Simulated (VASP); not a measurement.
Input of a VASP 6.6.1 run:

INCAR

```
SYSTEM = Ti
PREC = Accurate
ENCUT = 520
EDIFF = 1E-6
ISMEAR = 0
SIGMA = 0.15
LREAL = .FALSE.
LASPH = .TRUE.
NELM = 60
ALGO = Normal
ISIF = 2
LWAVE = .FALSE.
LCHARG = .TRUE.
GGA = PE
LELF = .TRUE.
LVHAR = .TRUE.
NBANDS = 12
```

KPOINTS

```
regular mesh
0
G
  20 20 20
  0 0 0
```

Contents of POSCAR:

```
Ti
1.0
    0.0000000000      2.2479684344      1.6506832214
    2.2479684344      0.0000000000      1.6506832214
    2.2479684344      2.2479684344      0.0000000000
Ti
1
Direct
    0.0000000000      0.0000000000      0.0000000000
```

Potentials or basis: VASP PAW PBE potentials, release 64 (Ti_sv).

Run with:

```bash
$ cat potpaw_PBE.64/Ti_sv/POTCAR > POTCAR
$ mpirun -np 1 vasp_std > vasp.out
```

**Question.** Estimate the band gap on the k mesh.

**Answer.** Zero (band 6 reaches 9.52 eV, above the bottom of band 7 at 7.87 eV).

**Question.** Predict the pressure.

**Answer.** 3.6 GPa.

Stress tensor (GPa, compression positive):
```
3.35 0.00 0.00
0.00 3.35 0.00
0.00 0.00 4.08
```
